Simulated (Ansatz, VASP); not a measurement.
## PtSe2: VASP beside Ansatz

INCAR

```
SYSTEM = PtSe2
ALGO = Normal ; EDIFF = 1E-6
ENCUT = 520 ; GGA = PS
ISIF = 2 ; ISMEAR = 0
LASPH = .TRUE. ; LCHARG = .FALSE.
LREAL = .FALSE. ; LWAVE = .FALSE.
NBANDS = 18 ; NELM = 60
PREC = Accurate ; SIGMA = 0.1
```

KPOINTS

```
k-points
0
G
  15 15 8
  0 0 0
```

Contents of POSCAR:

```
PtSe2
1.0
    3.7846273344      0.0000000000      0.0000000000
   -1.8923136672      3.2775834155      0.0000000000
    0.0000000000      0.0000000000      5.5999893600
Pt Se
1 2
Direct
    0.0000000000      0.0000000000      0.0000000000
    0.3333333333      0.6666666667      0.2258051191
    0.6666666667      0.3333333333      0.7741948809
```

Input for Ansatz:

```yaml
crystal:
  lattice:
    - [3.7846273344, 0.0, 0.0]
    - [-1.8923136672, 3.2775834155, 0.0]
    - [0.0, 0.0, 5.59998936]
  atoms:
    - { symbol: Pt, position: [0.0, 0.0, 0.0] }
    - { symbol: Se, position: [0.3333333333, 0.6666666667, 0.2258051191] }
    - { symbol: Se, position: [0.6666666667, 0.3333333333, 0.7741948809] }
basis:
  ecutwfc: 420
kpoints:
  mp_grid: { grid: [15, 15, 8] }
hamiltonian:
  xc: pbesol
scf:
  occupations: { method: gaussian, width: 0.1 }
output:
  forces: true
  stress: true
  eigenvalues: true
```

Alike in both runs: task single point; functional PBEsol; k mesh 15 × 15 × 8; occupations gaussian, width 0.1 eV; no spin polarisation.

|  | VASP | Ansatz |
| --- | --- | --- |
| version | VASP 6.6.1 | Ansatz 0.2.0 |
| potentials or method | VASP PAW PBE potentials, release 64 (Pt, Se), cutoff 520 eV | scalar-relativistic, plane waves, PAW |
| valence electrons in the cell | 22 | 50 |

```csv
,VASP,Ansatz,Ansatz less VASP
gap on the k mesh at the Fermi level (eV),0.11,0.12,+0.012
least direct gap on the mesh (eV),0.42,0.44,+0.012
pressure (GPa),-3.1,-3.2,-0.05
"traceless stress, the component that is largest in VASP (GPa)",1.37,1.38,+0.016
rms of the force components (eV/Å),0.036,0.040,+0.0041
```

VASP's potentials were made for PBE, not for PBEsol. Atom by atom the forces differ by 0.004 eV/Å (rms over components). VASP's potentials hold 22 valence electrons a cell and Ansatz's 50, so a difference there can come from the potentials and not from the codes.

Neither program's run includes spin-orbit coupling.
